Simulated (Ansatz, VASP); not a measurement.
CuO: VASP beside Ansatz

```xyz
4
Lattice="2.3418 -1.7113 0.0000 2.3418 1.7113 0.0000 -0.8500 0.0000 5.0579" Properties=species:S:1:pos:R:3 pbc="T T T"
Cu    1.1709    0.8557    0.0000
Cu    0.7459   -0.8557    2.5289
O     2.1293   -0.2793    1.2645
O     1.7043    0.2793    3.7934
```

Alike in both runs: task single point; functional PBE; k mesh 6 × 6 × 4; occupations gaussian, width 0.1 eV; collinear spin.

|  | VASP | Ansatz |
| --- | --- | --- |
| version | VASP 6.6.1 | Ansatz 0.2.0 |
| potentials or method | VASP PAW PBE potentials, release 64 (Cu, O), cutoff 520 eV | scalar-relativistic, plane waves, PAW |
| valence electrons in the cell | 34 | 50 |

```csv
,VASP,Ansatz,Ansatz less VASP
gap on the k mesh at the Fermi level (eV),none,none,-
pressure (GPa),6.4,5.8,-0.66
"traceless stress, the component that is largest in VASP (GPa)",-1.20,-1.14,+0.064
rms of the force components (eV/Å),0.100,0.118,+0.0177
net moment per atom (μB),0.00,0.00,-0.001
```

Atom by atom the forces differ by 0.018 eV/Å (rms over components). A gap of «none» marks a metal or a gap that the smearing closes. VASP's potentials hold 34 valence electrons a cell and Ansatz's 50, so a difference there can come from the potentials and not from the codes. Ansatz's warnings: seeded moment not kept.

The k mesh is coarse, so the values compare programs but aren't converged.
